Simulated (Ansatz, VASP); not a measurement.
## InP3: VASP beside Ansatz

```
In P
1.0
     3.59184    2.07375    3.36925
    -3.59184    2.07375    3.36925
     0.00000   -4.14750    3.36925
In P
2 6
Direct
  0.27025 0.27025 0.27025
  0.72975 0.72975 0.72975
  0.79829 0.24470 0.79829
  0.79829 0.79829 0.24470
  0.24470 0.79829 0.79829
  0.20171 0.75530 0.20171
  0.75530 0.20171 0.20171
  0.20171 0.20171 0.75530
```

Change from the starting cell: strain -0.040 along x and y, +0.000 along z, atoms carried along.

Alike in both runs: task single point; functional r2SCAN; k mesh 6 × 6 × 6; occupations gaussian, width 0.15 eV; no spin polarisation.

```csv
,VASP,Ansatz
version,VASP 6.6.1,Ansatz 0.2.0
potentials or method,"VASP PAW PBE potentials, release 64 (In_d, P), cutoff 550 eV","scalar-relativistic, plane waves, PAW"
valence electrons in the cell,56,56
```

Ansatz gave:

```
gap on the k mesh at the Fermi level (eV)                     : none
pressure (GPa)                                                : 9.2
traceless stress, the component that is largest in VASP (GPa) : -4.75
rms of the force components (eV/Å)                            : 0.409
```

What did VASP give for the same quantities?

gap on the k mesh at the Fermi level (eV): none; pressure (GPa): 8.7; traceless stress, the component that is largest in VASP (GPa): -4.67; rms of the force components (eV/Å): 0.344.

VASP's potentials were made for PBE, not for r2SCAN. Atom by atom the forces differ by 0.067 eV/Å (rms over components). A gap of «none» marks a metal or a gap that the smearing closes.
